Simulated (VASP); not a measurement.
Here is a VASP 6.6.1 calculation.

INCAR

```
PREC = Accurate
ENCUT = 520
EDIFF = 1E-7
ISMEAR = 0
SIGMA = 0.01
LREAL = Auto
LASPH = True
NELM = 80
ALGO = Normal
ISIF = 2
LWAVE = False
LCHARG = False
GGA = PE
NBANDS = 86
```

Contents of KPOINTS:

```
Automatic mesh
0
Gamma
  1 1 1
```

POSCAR

```
SiC
1.0
   -4.3797259407     -4.3797259407      4.3797259407
    4.3797259407     -4.3797259407     -4.3797259407
    4.3797259407      4.3797259407      4.3797259407
Si C
16 16
Direct
    0.2500000000      0.7500000000      0.2500000000
    0.0000000000      0.7500000000      0.5000000000
    0.5000000000      0.5000000000      0.2500000000
    0.2500000000      0.5000000000      0.5000000000
    0.0000000000      0.5000000000      0.7500000000
    0.7500000000      0.7500000000      0.7500000000
    0.5000000000      0.7500000000      0.0000000000
    0.0000000000      0.0000000000      0.2500000000
    0.7500000000      0.2500000000      0.2500000000
    0.5000000000      0.2500000000      0.5000000000
    0.2500000000      0.2500000000      0.7500000000
    0.0000000000      0.2500000000      0.0000000000
    0.7500000000      0.5000000000      0.0000000000
    0.7500000000      0.0000000000      0.5000000000
    0.5000000000      0.0000000000      0.7500000000
    0.2500000000      0.0000000000      0.0000000000
    0.2500000000      0.5000000000      0.2500000000
    0.0000000000      0.5000000000      0.5000000000
    0.5000000000      0.2500000000      0.2500000000
    0.2500000000      0.2500000000      0.5000000000
    0.0000000000      0.2500000000      0.7500000000
    0.7500000000      0.5000000000      0.7500000000
    0.5000000000      0.5000000000      0.0000000000
    1.0000000000      0.7500000000      0.2500000000
    0.7500000000      0.0000000000      0.2500000000
    0.5000000000      0.0000000000      0.5000000000
    0.2500000000      0.0000000000      0.7500000000
    0.0000000000      0.0000000000      0.0000000000
    0.7500000000      0.2500000000      0.0000000000
    0.7500000000      0.7500000000      0.5000000000
    0.5000000000      0.7500000000      0.7500000000
    0.2500000000      0.7500000000      0.0000000000
```

Potentials or basis: VASP PAW PBE potentials, release 64 (Si, C).

Command:

```console
$ cat potpaw_PBE.64/Si/POTCAR potpaw_PBE.64/C/POTCAR > POTCAR
$ mpirun -np 1 vasp_gam > vasp.out
```

Q: Predict the band gap on the k mesh.

A: 1.30 eV.

Q: Estimate the pressure.

A: 1.5 GPa.

Caveat: the k points lie up to 1.01 Å⁻¹ apart. PBE gaps usually lie below the measured ones, often by a third to a half.
